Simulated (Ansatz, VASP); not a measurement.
**Two plane-wave programs on Zr7B**

The input INCAR:

```
ALGO = Fast ; EDIFF = 1E-6
EDIFFG = -0.08 ; ENCUT = 600
GGA = PE ; IBRION = 2
ISIF = 3 ; ISMEAR = 0
LASPH = T ; LCHARG = F
LREAL = F ; LWAVE = F
NELM = 100 ; NSW = 36
PREC = Accurate ; SIGMA = 0.2
```

Contents of KPOINTS:

```
k-points
0
Gamma
  3 3 3
```

Contents of POSCAR:

```
Zr7B
1.0
    3.4417241900      1.9870803900      3.1164553800
   -3.4417241900      1.9870803900      3.1164553800
    0.0000000000     -3.9741607800      3.1164553800
Zr B
7 1
Direct
    0.1698804300      0.5213641900      0.1752641000
    0.1752641000      0.1698804300      0.5213641900
    0.5213641900      0.1752641000      0.1698804300
    0.8247359000      0.4786358100      0.8301195700
    0.4786358100      0.8301195700      0.8247359000
    0.8301195700      0.8247359000      0.4786358100
    0.0000000000      0.0000000000      0.0000000000
    0.5000000000      0.5000000000      0.5000000000
```

Input for Ansatz:

```yaml
crystal:
  lattice:
    - [3.44172419, 1.98708039, 3.11645538]
    - [-3.44172419, 1.98708039, 3.11645538]
    - [0.0, -3.97416078, 3.11645538]
  atoms:
    - { symbol: Zr, position: [0.16988043, 0.52136419, 0.1752641] }
    - { symbol: Zr, position: [0.1752641, 0.16988043, 0.52136419] }
    - { symbol: Zr, position: [0.52136419, 0.1752641, 0.16988043] }
    - { symbol: Zr, position: [0.8247359, 0.47863581, 0.83011957] }
    - { symbol: Zr, position: [0.47863581, 0.83011957, 0.8247359] }
    - { symbol: Zr, position: [0.83011957, 0.8247359, 0.47863581] }
    - { symbol: Zr, position: [0.0, 0.0, 0.0] }
    - { symbol: B, position: [0.5, 0.5, 0.5] }
basis:
  ecutwfc: 420
kpoints:
  mp_grid: { grid: [3, 3, 3] }
hamiltonian:
  xc: pbe
scf:
  occupations: { method: gaussian, width: 0.2 }
  lower_state_search: "off"
output:
  forces: true
  stress: true
  eigenvalues: true
relax:
  adjacent_minimum: "off"
  f_tol: 0.08
  max_steps: 16
  cell: { stress_tol: 0.8 }
```

Alike in both runs: task relaxation of cell and atoms; functional PBE; k mesh 3 × 3 × 3; occupations gaussian, width 0.2 eV; no spin polarisation.

```csv
,VASP,Ansatz
version,VASP 6.6.1,Ansatz 0.2.0
potentials or method,"VASP PAW PBE potentials, release 64 (Zr_sv, B), cutoff 600 eV","scalar-relativistic, plane waves, PAW"
valence electrons in the cell,87,87
```

VASP gave:

- gap on the k mesh at the Fermi level, each at its own relaxed structure (eV): none
- relaxed volume (Å³/atom): 22.21
- relaxed cell length with the largest relative difference (Å): 5.750

Problem. Estimate Ansatz's values.

Solution. gap on the k mesh at the Fermi level, each at its own relaxed structure (eV): none; relaxed volume (Å³/atom): 22.30; relaxed cell length with the largest relative difference (Å): 5.731.

A gap of «none» marks a metal or a gap that the smearing closes.

The k mesh is coarse, so the values compare programs but aren't converged. Noted on VASP's run: the volume moved by over 15 % at a fixed basis, so the end points are rough.
